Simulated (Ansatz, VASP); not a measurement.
**Two plane-wave programs on Mg**

```xyz
2
Lattice="2.7279 0.0000 0.0000 -1.3639 2.7793 0.0000 0.0000 0.0000 5.2103" Properties=species:S:1:pos:R:3 pbc="T T T"
Mg    0.0000    1.8529    1.3026
Mg    1.3639    0.9264    3.9077
```

Change from the starting cell: strain -0.1500 x Voigt [1, 0, 0, 0, 0, 0], atoms carried along.

Alike in both runs: task single point; functional PBEsol; k mesh 18 × 18 × 10; occupations gaussian, width 0.15 eV; no spin polarisation.

|  | VASP | Ansatz |
| --- | --- | --- |
| version | VASP 6.6.1 | Ansatz 0.2.0 |
| potentials or method | VASP PAW PBE potentials, release 64 (Mg), cutoff 520 eV | scalar-relativistic, plane waves, PAW |
| valence electrons in the cell | 4 | 20 |

Ansatz gave:

| Item | Value |
| --- | --- |
| gap on the k mesh at the Fermi level (eV) | none |
| pressure (GPa) | 7.8 |
| traceless stress, the component that is largest in VASP (GPa) | 11.51 |
| rms of the force components (eV/Å) | 0.087 |

Task: What did VASP give for the same quantities?

Result: gap on the k mesh at the Fermi level (eV): none; pressure (GPa): 7.9; traceless stress, the component that is largest in VASP (GPa): 11.63; rms of the force components (eV/Å): 0.088.

VASP's potentials were made for PBE, not for PBEsol. Atom by atom the forces differ by 0.001 eV/Å (rms over components). A gap of «none» marks a metal or a gap that the smearing closes. The functional is the same, so the differences come from potentials, cutoffs and numerics. VASP's potentials hold 4 valence electrons a cell and Ansatz's 20, so a difference there can come from the potentials and not from the codes.
